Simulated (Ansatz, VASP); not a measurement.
# One calculation of KB3H8, two programs

```xyz
24
Lattice="5.3230 0.0000 0.0000 0.0000 8.1280 0.0000 -0.4496 0.0000 5.5550" Properties=species:S:1:pos:R:3 pbc="T T T"
K     0.8085    6.0960    4.9752
K     4.0648    2.0320    0.5798
B     0.7763    1.1358    4.2750
B     4.0971    5.1997    1.2801
B     4.0971    6.9922    1.2801
B     0.7763    2.9282    4.2750
B     1.7075    2.0320    3.0603
B     3.1659    6.0960    2.4947
H     1.4558    0.6184    3.3389
H     3.4175    4.6824    2.2162
H     3.4175    7.5095    2.2162
H     1.4558    3.4455    3.3389
H     1.3052    0.7133    5.2792
H     3.5681    4.7773    0.2758
H     3.5681    7.4147    0.2758
H     1.3052    3.3507    5.2792
H    -0.3341    0.7039    4.0522
H     5.2074    4.7679    1.5028
H     5.2074    7.4241    1.5028
H    -0.3341    3.3601    4.0522
H     1.3309    2.0320    1.9118
H     3.5424    6.0960    3.6433
H     2.9118    2.0320    3.1913
H     1.9616    6.0960    2.3637
```

Alike in both runs: task electric field gradients; functional PBE; k mesh 5 × 3 × 5; no spin polarisation.

|  | VASP | Ansatz |
| --- | --- | --- |
| version | VASP 6.6.1 | Ansatz 0.2.0 |
| potentials or method | VASP PAW PBE potentials, release 64 (K_sv, B, H) | plane-wave PAW, scalar-relativistic |
| plane-wave cutoff (eV) | 520 | 420 |
| occupations | gaussian, width 0.01 eV | fixed |
| valence electrons in the cell | 52 | 52 |

```tsv
	VASP	Ansatz	Ansatz less VASP
gap on the k mesh at the Fermi level (eV)	6.02	6.03	+0.002
rms of the force components (eV/Å)	0.009	0.008	-0.0009
size of Vzz on the site where it differs most (V/Å²)	24.3	21.3	-3.02
```

Atom by atom the forces differ by 0.005 eV/Å (rms over components).
